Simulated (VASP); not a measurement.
Input of a VASP 6.6.1 run:

Contents of POSCAR:

```
F
1.0
    2.5563224246     -1.5840272486      0.0000000000
    2.5563224246      1.5840272486      0.0000000000
   -0.5621106040      0.0000000000      6.5977088989
F
4
Direct
    0.5958328800      0.9153359700      0.5979555000
    0.0846640300      0.4041671200      0.9020445000
    0.4041671200      0.0846640300      0.4020445000
    0.9153359700      0.5958328800      0.0979555000
```

File INCAR.step1:

```
SYSTEM = F
PREC = Accurate ; ENCUT = 520
ISMEAR = -1 ; SIGMA = 0.03
LREAL = .FALSE. ; LASPH = .TRUE.
NELM = 100 ; NBANDS = 22
GGA = PE ; ALGO = Normal
EDIFF = 1E-4 ; LWAVE = .TRUE.
LCHARG = .FALSE.
```

The input INCAR.step2:

```
SYSTEM = F
PREC = Accurate ; ENCUT = 520
EDIFF = 1E-6 ; ISMEAR = -1
SIGMA = 0.03 ; LREAL = .FALSE.
LASPH = .TRUE. ; NELM = 100
ALGO = Normal ; ISIF = 2
LWAVE = .FALSE. ; LCHARG = .TRUE.
METAGGA = R2SCAN ; LMIXTAU = .TRUE.
LELF = .TRUE. ; LVHAR = .TRUE.
NBANDS = 22 ; ISTART = 1
```

The input KPOINTS:

```
Automatic mesh
0
G
  10 10 4
  0 0 0
```

Potentials or basis: VASP PAW PBE potentials, release 64 (F).

Run with:

```sh
$ cat potpaw_PBE.64/F/POTCAR > POTCAR
$ cp INCAR.step1 INCAR
$ mpirun -np 1 vasp_std > vasp.out
$ cp INCAR.step2 INCAR
$ mpirun -np 1 vasp_std > vasp.out
```

(1) Estimate the largest force.

(2) Estimate the pressure.

## Answers

(1) 0.050 eV/Å.

(2) 0.0 GPa.

Caveat: the PAW data sets were made with another functional, which shifts forces and pressure a little.
